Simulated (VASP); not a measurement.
Input of a VASP 6.6.1 run:

Contents of INCAR:

```
PREC = Accurate
ENCUT = 520
EDIFF = 1E-6
ISMEAR = 0
SIGMA = 0.02
LREAL = Auto
LASPH = True
NELM = 100
ALGO = Normal
ISIF = 2
LWAVE = False
LCHARG = False
GGA = PE
NBANDS = 52
```

The input KPOINTS:

```
regular mesh
0
Gamma
  2 2 2
```

File POSCAR:

```
TiSi16
1.0
    0.0000000000      5.4300000000      5.4300000000
    5.4300000000      0.0000000000      5.4300000000
    5.4300000000      5.4300000000      0.0000000000
Si Ti
16 1
Direct
   -0.0007823204      0.0150791897     -0.0125082873
    0.1188158379      0.1251500921      0.1305992634
   -0.0185811234      0.0068656538      0.5045619705
    0.1217481584      0.1485146409      0.6089470534
   -0.0008004604      0.4979286372     -0.0125221915
    0.1332119705      0.6328307551      0.1008088398
    0.0127713628      0.5120054328      0.4629069061
    0.1217400552      0.6204776243      0.6089553407
    0.4893468692     -0.0116487109      0.0336930939
    0.6261607735      0.1253278085      0.1304696133
    0.5077700737      0.0069639963      0.5043194291
    0.6129745856      0.1124423573      0.6618489871
    0.5157372007      0.4983685083     -0.0127403315
    0.6261563536      0.6177876611      0.1304458564
    0.5077753223      0.4806624309      0.5042992634
    0.6492203499      0.6211829650      0.6081122468
    0.2615595764      0.7608150092      0.7165048803
```

Potentials or basis: VASP PAW PBE potentials, release 64 (Si, Ti_sv).

Run with:

```bash
$ cat potpaw_PBE.64/Si/POTCAR potpaw_PBE.64/Ti_sv/POTCAR > POTCAR
$ mpirun -np 1 vasp_std > vasp.out
```

(1) Estimate the largest force.

(2) Predict the band gap on the k mesh.

(3) What does it give for the pressure?

## Answers

(1) 0.665 eV/Å.

(2) zero (bands 38 and 39 overlap by 0.34 eV).

(3) 3.7 GPa.

Caveat: the k points lie up to 0.50 Å⁻¹ apart.
